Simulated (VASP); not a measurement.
# Cu in VASP: a series of runs

Cu is run at these levels: PBE; tasks: single point.

All numbers are computed with VASP 6.6.1; they aren't measurements. Logs are shortened: lines on timing, memory, paths and dates and some standing lists are left out, and cuts for length are marked.

## (1) The cell of the first run

The cell holds a wire or tube with vacuum around it, 7 atoms: a = 12.600 Å, b = 12.900 Å, c = 2.464 Å, α = 90.00°, β = 90.00°, γ = 90.00°.

## (2) Single point, PBE

Contents of INCAR:

```
PREC     = Accurate       # precision mode
ENCUT    = 520            # plane-wave cutoff, eV
EDIFF    = 1E-6           # SCF threshold, eV
ISMEAR   = 0              # smearing method
SIGMA    = 0.05           # smearing width, eV
LREAL    = F              # projectors in reciprocal space
LASPH    = T              # aspherical terms in the spheres
NELM     = 100            # most SCF steps
ALGO     = Normal         # electronic algorithm
ISIF     = 2              # what is computed and relaxed
LWAVE    = F              # write WAVECAR
LCHARG   = F              # write CHGCAR
GGA      = PE             # functional
NBANDS   = 48             # bands
```

Contents of KPOINTS:

```
Automatic mesh
0
Gamma
  1 1 15
```

Contents of POSCAR:

```
Cu
1.0
   12.6000000000      0.0000000000      0.0000000000
    0.0000000000     12.9000000000      0.0000000000
    0.0000000000      0.0000000000      2.4644898493
Cu
7
Direct
    0.3526965019      0.5000000000      0.0000000000
    0.7016713858      0.5000000000      0.0000000000
    0.6385263620      0.3425963724      0.5000000000
    0.6385263620      0.6574036276      0.5000000000
    0.5230311963      0.5000000000      0.5000000000
    0.4668117269      0.3394965996      0.0000000000
    0.4668117269      0.6605034004      0.0000000000
```

Potentials or basis: VASP PAW PBE potentials, release 64 (Cu).

The run is started by

```sh
cat potpaw_PBE.64/Cu/POTCAR > POTCAR
mpirun -np 1 vasp_std > vasp.out
```

OUTCAR:

```text
PREC = Accurate
   ENCUT = 520
   EDIFF = 1E-6
   ISMEAR = 0
   LREAL = F
   LASPH = T
   NELM = 100
   ISIF = 2
   GGA = PE

 ion  position               nearest neighbor table
   1  0.353  0.500  0.000-   5 2.47   5 2.47   7 2.52   6 2.52
   2  0.702  0.500  0.000-   3 2.50   4 2.50   3 2.50   4 2.50   5 2.57   5 2.57
   3  0.639  0.343  0.500-   6 2.49   6 2.49   5 2.50   2 2.50   2 2.50
   4  0.639  0.657  0.500-   7 2.49   7 2.49   5 2.50   2 2.50   2 2.50
   5  0.523  0.500  0.500-   1 2.47   1 2.47   4 2.50   3 2.50   7 2.51   6 2.51   6 2.51   7 2.51
                             2 2.57   2 2.57
   6  0.467  0.339  0.000-   3 2.49   3 2.49   5 2.51   5 2.51   1 2.52
   7  0.467  0.661  0.000-   4 2.49   4 2.49   5 2.51   5 2.51   1 2.52

  LATTYP: Found a simple orthorhombic cell.
 ALAT       =     2.4644898493
 B/A-ratio  =     5.1126199621
 C/A-ratio  =     5.2343490088

  Lattice vectors:

 A1 = (   0.0000000000,   0.0000000000,   2.4644898493)
 A2 = (  12.6000000000,   0.0000000000,   0.0000000000)
 A3 = (   0.0000000000,  12.9000000000,   0.0000000000)

Analysis of symmetry for initial positions (statically):
=====================================================================
 Subroutine PRICEL returns:
 Original cell was already a primitive cell.

 Routine SETGRP: Setting up the symmetry group for a
 simple orthorhombic supercell.

 Subroutine GETGRP returns: Found  4 space group operations
 (whereof  4 operations were pure point group operations)
 out of a pool of  8 trial point group operations.

The static configuration has the point symmetry C_2v.

Analysis of symmetry for dynamics (positions and initial velocities):
=====================================================================
 Subroutine PRICEL returns:
 Original cell was already a primitive cell.

 Routine SETGRP: Setting up the symmetry group for a
 simple orthorhombic supercell.

 Subroutine GETGRP returns: Found  4 space group operations
 (whereof  4 operations were pure point group operations)
 out of a pool of  8 trial point group operations.

The dynamic configuration has the point symmetry C_2v.

 Subroutine INISYM returns: Found  4 space group operations
 (whereof  4 operations are pure point group operations),
 and found     1 'primitive' translations

----------------------------------------------------------------------------------------

                                     Primitive cell

  volume of cell :     400.5782

  direct lattice vectors                    reciprocal lattice vectors
    12.600000000  0.000000000  0.000000000     0.079365079  0.000000000  0.000000000
     0.000000000 12.900000000  0.000000000     0.000000000  0.077519380  0.000000000
     0.000000000  0.000000000  2.464489849     0.000000000  0.000000000  0.405763489

  length of vectors
    12.600000000 12.900000000  2.464489849     0.079365079  0.077519380  0.405763489

  position of ions in fractional coordinates (direct lattice)
     0.352696502  0.500000000  0.000000000
     0.701671386  0.500000000  0.000000000
     0.638526362  0.342596372  0.500000000
     0.638526362  0.657403628  0.500000000
     0.523031196  0.500000000  0.500000000
     0.466811727  0.339496600  0.000000000
     0.466811727  0.660503400  0.000000000

  ion indices of the primitive-cell ions
   primitive index   ion index
                 1           1
                 2           2
                 3           3
                 4           4
                 5           5
                 6           6
                 7           7

----------------------------------------------------------------------------------------

 KPOINTS: Automatic mesh

Automatic generation of k-mesh.
 Grid dimensions read from file:
 generate k-points for:    1    1   15

 Generating k-lattice:

  Cartesian coordinates                     Fractional coordinates (reciprocal lattice)
     0.079365079  0.000000000  0.000000000     1.000000000  0.000000000  0.000000000
     0.000000000  0.077519380  0.000000000     0.000000000  1.000000000  0.000000000
     0.000000000  0.000000000  0.027050899     0.000000000  0.000000000  0.066666667

  Length of vectors
     0.079365079  0.077519380  0.027050899

  Shift w.r.t. Gamma in fractional coordinates (k-lattice)
     0.000000000  0.000000000  0.000000000

 Subroutine IBZKPT returns following result:
 ===========================================

 Found      8 irreducible k-points:

 Following reciprocal coordinates:
            Coordinates               Weight
  0.000000  0.000000  0.000000      1.000000
  0.000000  0.000000  0.066667      2.000000
  0.000000  0.000000  0.133333      2.000000
  0.000000  0.000000  0.200000      2.000000
  0.000000  0.000000  0.266667      2.000000
  0.000000  0.000000  0.333333      2.000000
  0.000000  0.000000  0.400000      2.000000
  0.000000  0.000000  0.466667      2.000000
   k-points           NKPTS =      8   k-points in BZ     NKDIM =      8   number of bands    NBANDS=     48
   number of dos      NEDOS =    301   number of ions     NIONS =      7
   total plane-waves  NPLWV = 165888
   dimension x,y,z NGX =    96 NGY =   96 NGZ =   18
   dimension x,y,z NGXF=   192 NGYF=  192 NGZF=   36
   ions per type =               7
   NGX,Y,Z   is equivalent  to a cutoff of  12.67, 12.37, 12.14 a.u.
   NGXF,Y,Z  is equivalent  to a cutoff of  25.33, 24.74, 24.28 a.u.
 SYSTEM =  unknown system
   PREC   = accura    normal or accurate (medium, high low for compatibility)
   ISTART =      0    job   : 0-new  1-cont  2-samecut
   ICHARG =      2    charge: 1-file 2-atom 10-const
   ISPIN  =      1    spin polarized calculation?
   LNONCOLLINEAR =      F non collinear calculations
   LSORBIT =      F    spin-orbit coupling
   LASPH  =      T    aspherical Exc in radial PAW
   ENCUT  =  520.0 eV  38.22 Ry    6.18 a.u.  23.43 23.99  4.58*2*pi/ulx,y,z
   NELM   =    100;   NELMIN=  2; NELMDL= -5     # of ELM steps
   EDIFF  = 0.1E-05   stopping-criterion for ELM
   LREAL  =      F    real-space projection
   EDIFFG = 0.1E-04   stopping-criterion for IOM
   NSW    =      0    number of steps for IOM
   IBRION =     -1    ionic relax: 0-MD 1-quasi-New 2-CG
   NFREE  =      0    steps in history (QN), initial steepest desc. (CG)
   ISIF   =      2    stress and relaxation
   ISYM   =      2    0-nonsym 1-usesym 2-fastsym
   POTIM  = 0.5000    time-step for ionic-motion
   TEBEG  =    0.0;   TEEND  =   0.0 temperature during run
   PSTRESS=    0.0 pullay stress
   NELECT =      77.0000    total number of electrons
   NUPDOWN=      -1.0000    fix difference up-down
   EMIN   =  10.00;   EMAX   =-10.00  energy-range for DOS
   EFERMI =   0.00;   METHOD = LEGACY
   ISMEAR =     0;   SIGMA  =   0.05  broadening in eV -4-tet -1-fermi 0-gaus
   EFERMI_NEDOS =   21; number of points for ismear=-14 and -15
   IALGO  =     38    algorithm
   IMIX   =      4    mixing-type and parameters
     AMIX     =   0.40;   BMIX     =  1.00
     AMIX_MAG =   1.60;   BMIX_MAG =  1.00
  volume/ion in A,a.u.               =      57.23       386.18
  Fermi-wavevector in a.u.,A,eV,Ry     =   0.944806  1.785424 12.145355  0.892658
  Thomas-Fermi vector in A             =   2.072646
   LORBIT       =      0    0 simple, 1 ext, 2 COOP (PROOUT), +10 PAW based schemes
   GGA     = PE    functional components
   LHFCALC =     F    Hartree Fock is set to
   AEXX    =    0.0000 exact exchange contribution
   IVDW    =     0    specifies the selected vdW correction
   LEPSILON=     F    determine dielectric tensor
   LRPA    =     F    only Hartree local field effects (RPA)
 non-spin polarized calculation
 Gauss-broadening in eV      SIGMA  =   0.05
  energy-cutoff  :      520.00
  volume of cell :      400.58
 maximum number of plane-waves:     10853
 NGX is ok and might be reduce to    96

 number of electron      76.9999893 magnetization

 Free energy of the ion-electron system (eV)
  ---------------------------------------------------
  ext. energy  EPLUGINS =         0.00000000
  ---------------------------------------------------
  free energy    TOTEN  =       -21.02821007 eV

  energy without entropy =      -21.01477373  energy(sigma->0) =      -21.02149190

 E-fermi :  -1.9916     XC(G=0):  -4.0409

 val. band max:       -1.9928671422   @ k =   0.0000   0.0000   0.4667
 cond. band min:      -1.9852997780   @ k =   0.0000   0.0000   0.2000
 fundamental gap:      0.0075673642
 Fermi energy:        -1.9916328815

 k-point     1 :       0.0000    0.0000    0.0000
  band No.  band energies     occupation
      1      -9.8967      2.00000
      2      -7.7578      2.00000
      3      -7.6095      2.00000
      4      -6.6346      2.00000
      5      -6.4840      2.00000
      6      -6.4630      2.00000
[... 40 lines left out ...]
     47       1.8840      0.00000
     48       2.0423      0.00000

 k-point     2 :       0.0000    0.0000    0.0667
  band No.  band energies     occupation
      1      -9.7850      2.00000
      2      -7.6572      2.00000
      3      -7.5078      2.00000
      4      -6.5610      2.00000
      5      -6.4176      2.00000
      6      -6.3822      2.00000
[... 40 lines left out ...]
     47       2.0218      0.00000
     48       2.1488      0.00000

 k-point     3 :       0.0000    0.0000    0.1333
  band No.  band energies     occupation
      1      -9.4567      2.00000
      2      -7.3739      2.00000
      3      -7.2211      2.00000
      4      -6.3689      2.00000
      5      -6.2444      2.00000
      6      -6.1556      2.00000
[... 244 lines left out ...]
     47       4.2420      0.00000
     48       4.2715      0.00000

 k-point     8 :       0.0000    0.0000    0.4667
  band No.  band energies     occupation
      1      -6.5630      2.00000
      2      -6.3916      2.00000
      3      -6.3639      2.00000
      4      -5.8843      2.00000
      5      -5.8600      2.00000
      6      -5.7541      2.00000
[... 40 lines left out ...]
     47       4.3422      0.00000
     48       5.0819      0.00000

------------------------ aborting loop because EDIFF is reached ----------------------------------------

  FORCE on cell =-STRESS in cart. coord.  units (eV):
  Direction    XX          YY          ZZ          XY          YZ          ZX
  --------------------------------------------------------------------------------------
  -------------------------------------------------------------------------------------
  Total        0.0738344      0.1130446      0.3720722      0.0000000      0.0000000      0.0000000
  in kB        0.2953126      0.4521401      1.4881630      0.0000000      0.0000000      0.0000000
  external PRESSURE =       0.7452053 kB  Pullay stress =       0.0000000 kB

 VOLUME and BASIS-vectors are now :
 -----------------------------------------------------------------------------
  energy-cutoff  :      520.00
  volume of cell :      400.58
      direct lattice vectors                 reciprocal lattice vectors
    12.600000000  0.000000000  0.000000000     0.079365079  0.000000000  0.000000000
     0.000000000 12.900000000  0.000000000     0.000000000  0.077519380  0.000000000
     0.000000000  0.000000000  2.464489849     0.000000000  0.000000000  0.405763489

 POSITION                                       TOTAL-FORCE (eV/Angst)
 -----------------------------------------------------------------------------------
      4.44398      6.45000      0.00000        -0.023972      0.000000      0.000000
      8.84106      6.45000      0.00000         0.027862      0.000000      0.000000
      8.04543      4.41949      1.23224         0.010853     -0.028487      0.000000
      8.04543      8.48051      1.23224         0.010853      0.028487      0.000000
      6.59019      6.45000      1.23224         0.008263      0.000000      0.000000
      5.88183      4.37951      0.00000        -0.016929     -0.021915      0.000000
      5.88183      8.52049      0.00000        -0.016929      0.021915      0.000000
 -----------------------------------------------------------------------------------
    total drift:                                0.004697      0.000000     -0.000008

  FREE ENERGIE OF THE ION-ELECTRON SYSTEM (eV)
  ---------------------------------------------------
  free  energy   TOTEN  =       -21.0282100690 eV

  energy  without entropy=      -21.0147737293  energy(sigma->0) =      -21.02149190
```

Run time: 8.1 min. Hardware: 1 thread of AMD EPYC, shared host; peak memory 0.41 GiB.

Results:

```
Free energy            : -21.0282 eV
Largest force          : 0.030 eV/Å
Band gap on the k mesh : zero (an odd number of electrons rules out a gap without spin polarisation)
```

Forces on the atoms (eV/Å):
```
Cu  -0.024  0.000  0.000
Cu   0.028  0.000  0.000
Cu   0.011 -0.028  0.000
Cu   0.011  0.028  0.000
Cu   0.008  0.000  0.000
Cu  -0.017 -0.022  0.000
Cu  -0.017  0.022  0.000
```

## (3) Single point, PBE

This run uses another cell than the first one.

Contents of INCAR:

```
ALGO     = Normal         # electronic algorithm
EDIFF    = 1E-7           # SCF threshold, eV
ENCUT    = 520            # plane-wave cutoff, eV
GGA      = PE             # functional
ISIF     = 2              # what is computed and relaxed
ISMEAR   = 0              # smearing method
LASPH    = T              # aspherical terms in the spheres
LCHARG   = F              # write CHGCAR
LREAL    = F              # projectors in reciprocal space
LWAVE    = F              # write WAVECAR
NBANDS   = 48             # bands
NELM     = 100            # most SCF steps
PREC     = Accurate       # precision mode
SIGMA    = 0.05           # smearing width, eV
```

Contents of KPOINTS:

```
k-points
0
Gamma
  1 1 15
```

Contents of POSCAR:

```
Cu
1.0
   12.6000000000      0.0000000000      0.0000000000
    0.0000000000     12.9000000000      0.0000000000
    0.0000000000      0.0000000000      3.6297482988
Cu
7
Direct
    0.3559623691      0.5000000000      0.0000000000
    0.6440376309      0.5000000000      0.0000000000
    0.6440376309      0.3593120814      0.5000000000
    0.6440376309      0.6406879186      0.5000000000
    0.5000000000      0.5000000000      0.5000000000
    0.5000000000      0.3593120814      0.0000000000
    0.5000000000      0.6406879186      0.0000000000
```

Potentials or basis: VASP PAW PBE potentials, release 64 (Cu).

The run is started by

```sh
cat potpaw_PBE.64/Cu/POTCAR > POTCAR
mpirun -np 1 vasp_std > vasp.out
```

It took 14 min on 1 thread of AMD EPYC, shared host; peak memory 0.58 GiB.

The run converged. Its results:

```yaml
Free_energy: -18.9669 eV
Largest_force: 0.889 eV/Å
Band_gap_on_the_k_mesh: zero (an odd number of electrons rules out a gap without spin polarisation)
```

Forces in eV/Å, atoms in the order of the input:
```
Cu   0.889  0.000  0.000
Cu  -0.235  0.000  0.000
Cu  -0.672  0.560  0.000
Cu  -0.672 -0.560  0.000
Cu  -0.223  0.000  0.000
Cu   0.457  0.542  0.000
Cu   0.457 -0.542  0.000
```

Levels at points of the mesh, in eV from the Fermi level:
```tsv
k point	band 34	band 35	band 36	band 37	band 38	band 39	band 40	band 41	band 42	band 43
(0.00, 0.00, 0.00)	-1.61	-1.59	-1.56	-1.52	-1.38	-0.13	0.01	0.13	2.22	2.41
```

## (4) Single point, PBE

This run uses another cell than the first one: it holds 6 atoms, not 7.

Contents of INCAR:

```
PREC = Accurate
ENCUT = 520
EDIFF = 1E-6
ISMEAR = 0
SIGMA = 0.05
LREAL = False
LASPH = True
NELM = 100
ALGO = Normal
ISIF = 2
LWAVE = False
LCHARG = True
GGA = PE
LELF = True
LVHAR = True
NBANDS = 42
```

Contents of KPOINTS:

```
regular mesh
0
Gamma
  1 1 21
```

Contents of POSCAR:

```
Cu
1.0
   12.8000000000      0.0000000000      0.0000000000
    0.0000000000     12.9000000000      0.0000000000
    0.0000000000      0.0000000000      2.4420926157
Cu
6
Direct
    0.6422912649      0.5000000000      0.0000000000
    0.5485603149      0.6359815986      0.5000000000
    0.5485603149      0.3640184014      0.5000000000
    0.3621666224      0.6517445323      0.5000000000
    0.3621666224      0.3482554677      0.5000000000
    0.4359962810      0.5000000000      1.0000000000
```

The run is started by

```sh
cat potpaw_PBE.64/Cu/POTCAR > POTCAR
mpirun -np 1 vasp_std > vasp.out
```

Wall time 11 min (1 thread of Intel Xeon 8259CL, shared host); peak memory 0.47 GiB.

The run converged. Its results:

| Quantity | Value |
| --- | --- |
| Free energy | -17.3944 eV |
| Largest force | 0.027 eV/Å |
| Band gap on the k mesh | zero (bands 33 and 34 overlap by 2.23 eV) |

Forces in eV/Å, atoms in the order of the input:
```
Cu   0.020  0.000  0.000
Cu   0.005  0.026  0.000
Cu   0.005 -0.026  0.000
Cu  -0.014  0.021  0.000
Cu  -0.014 -0.021  0.000
Cu  -0.003  0.000  0.000
```

Levels at points of the mesh, in eV from the Fermi level:
```
           k point  band 29  band 30  band 31  band 32  band 33  band 34  band 35  band 36  band 37  band 38
(0.00, 0.00, 0.00)    -1.47    -1.38    -1.36    -1.30    -1.26    -0.85    -0.31    -0.04     1.28     1.71
```

## (5) Single point, PBE

This run uses another cell than the first one: it holds 6 atoms, not 7.

Contents of INCAR:

```
SYSTEM = Cu
PREC = Accurate
ENCUT = 520
EDIFF = 1E-6
ISMEAR = 0
SIGMA = 0.05
LREAL = .FALSE.
LASPH = .TRUE.
NELM = 100
ALGO = Normal
ISIF = 2
LWAVE = .FALSE.
LCHARG = .TRUE.
GGA = PE
LELF = .TRUE.
LVHAR = .TRUE.
NBANDS = 42
```

Contents of KPOINTS:

```
Automatic mesh
0
G
  1 1 21
  0 0 0
```

Contents of POSCAR:

```
Cu
1.0
   12.8000000000      0.0000000000      0.0000000000
    0.0000000000     12.9000000000      0.0000000000
    0.0000000000      0.0000000000      2.5666196361
Cu
6
Direct
    0.6503878693      0.5000000000      0.0000000000
    0.5501292898      0.6406879186      0.5000000000
    0.5501292898      0.3593120814      0.5000000000
    0.3496121307      0.6406879186      0.5000000000
    0.3496121307      0.3593120814      0.5000000000
    0.4498707102      0.5000000000      1.0000000000
```

The run is started by

```sh
cat potpaw_PBE.64/Cu/POTCAR > POTCAR
mpirun -np 1 vasp_std > vasp.out
```

It took 11 min on 1 thread of Intel Xeon 8259CL, shared host; peak memory 0.52 GiB.

The run converged. Its results:

- Free energy: -17.1094 eV
- Largest force: 0.604 eV/Å
- Band gap on the k mesh: zero (bands 33 and 34 overlap by 1.91 eV)

Forces in eV/Å, atoms in the order of the input:
```
Cu  -0.504  0.000  0.000
Cu  -0.148 -0.435  0.000
Cu  -0.148  0.435  0.000
Cu   0.540 -0.271  0.000
Cu   0.540  0.271  0.000
Cu  -0.279  0.000  0.000
```

Levels at points of the mesh, in eV from the Fermi level:
```
           k point  band 29  band 30  band 31  band 32  band 33  band 34  band 35  band 36  band 37  band 38
(0.00, 0.00, 0.00)    -1.49    -1.40    -1.37    -1.35    -1.32    -0.78    -0.19    -0.05     1.33     1.65
```

## (6) Summary

```csv
cell,k mesh,gap on the mesh (eV),largest force (eV/Å)
"a = 12.600, b = 12.900, c = 2.464 Å, 7 atoms, atomic positions A",1 × 1 × 15,none,0.03
"a = 12.600, b = 12.900, c = 3.630 Å, 7 atoms, atomic positions B",1 × 1 × 15,none,0.89
"a = 12.800, b = 12.900, c = 2.442 Å, 6 atoms, atomic positions C",1 × 1 × 21,none,0.03
"a = 12.800, b = 12.900, c = 2.567 Å, 6 atoms, atomic positions D",1 × 1 × 21,none,0.60
```

Alike in all rows: task single point; level PBE; potentials or basis VASP PAW PBE potentials, release 64 (Cu); no spin polarisation; cutoff (eV) 520; smearing gaussian 0.05 eV.

Total energies depend on the potentials used, so only differences within one code and one set of settings carry meaning.
